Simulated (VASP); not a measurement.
A run of VASP 6.6.1 is set up as follows.

INCAR

```
  PREC = Accurate
  ENCUT = 520
  EDIFF = 1E-6
  ISMEAR = 0
  SIGMA = 0.01
  LREAL = False
  LASPH = True
  NELM = 150
  ALGO = Normal
  ISIF = 2
  LWAVE = False
  LCHARG = True
  LMAXMIX = 4
  LDAU = True
  LDAUTYPE = 2
  LDAUL = -1 2 -1
  LDAUU = 0 6 0
  LDAUJ = 0 0 0
  LDAUPRINT = 1
  GGA = PE
  LELF = True
  LVHAR = True
  NBANDS = 28
```

The input KPOINTS:

```
Automatic mesh
0
Gamma
  6 6 6
```

Contents of POSCAR:

```
BaTiO3
1.0
    4.0060000000      0.0000000000      0.0000000000
    0.0000000000      4.0060000000      0.0000000000
    0.0000000000      0.0000000000      4.0060000000
Ba Ti O
1 1 3
Direct
    0.5000000000      0.5000000000      0.5000000000
    0.0000000000      0.0000000000      0.0000000000
    0.5000000000      0.0000000000      0.0000000000
    0.0000000000      0.5000000000      0.0000000000
    0.0000000000      0.0000000000      0.5000000000
```

Potentials or basis: VASP PAW PBE potentials, release 64 (Ba_sv, Ti_sv, O).

Command:

```bash
$ cat potpaw_PBE.64/Ba_sv/POTCAR potpaw_PBE.64/Ti_sv/POTCAR potpaw_PBE.64/O/POTCAR > POTCAR
$ mpirun -np 1 vasp_std > vasp.out
```

(1) Estimate the pressure.

(2) What does it give for the band gap on the k mesh?

Answers

(1) 8.2 GPa.

(2) 2.48 eV (least direct gap 2.69 eV).

Caveat: the cell stands under pressure; spin-orbit coupling is left out, which moves the levels of the heavy elements.
